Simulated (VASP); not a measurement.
The system is CoW3.

```
W Co
1.0
     0.00000    3.07208    3.07208
     3.07208    0.00000    3.07208
     3.07208    3.07208    0.00000
W Co
3 1
Direct
  0.25000 0.25000 0.25000
  0.75000 0.75000 0.75000
  0.50000 0.50000 0.50000
  0.00000 0.00000 0.00000
```

Base run:

- Program: VASP 6.6.1
- Functional: PBEsol
- Potentials or basis: VASP PAW PBE potentials, release 64 (W_sv, Co)
- Cutoff: 520 eV
- k mesh: 12 × 12 × 12
- Occupations: gaussian, width 0.1 eV
- Spin: no spin polarisation

Its results: band gap on the k mesh zero (an odd number of electrons rules out a gap without spin polarisation); pressure -0.9 GPa.

The run is repeated on the same cell with these changes: functional from PBEsol to r2SCAN; further incar settings from ALGO = Fast; EDIFF = 1e-06; NBANDS = 34 to ALGO = Normal; EDIFF = 1e-06; NBANDS = 34. What comes out?

Band gap on the k mesh zero (an odd number of electrons rules out a gap without spin polarisation); pressure 3.3 GPa.

Caveats: the PAW data sets were made with another functional, which shifts forces and pressure a little; spin-orbit coupling is left out, which moves the levels of the heavy elements; the run has no spin polarisation, though such a crystal can be magnetic; the cell stands under pressure (at least some runs).
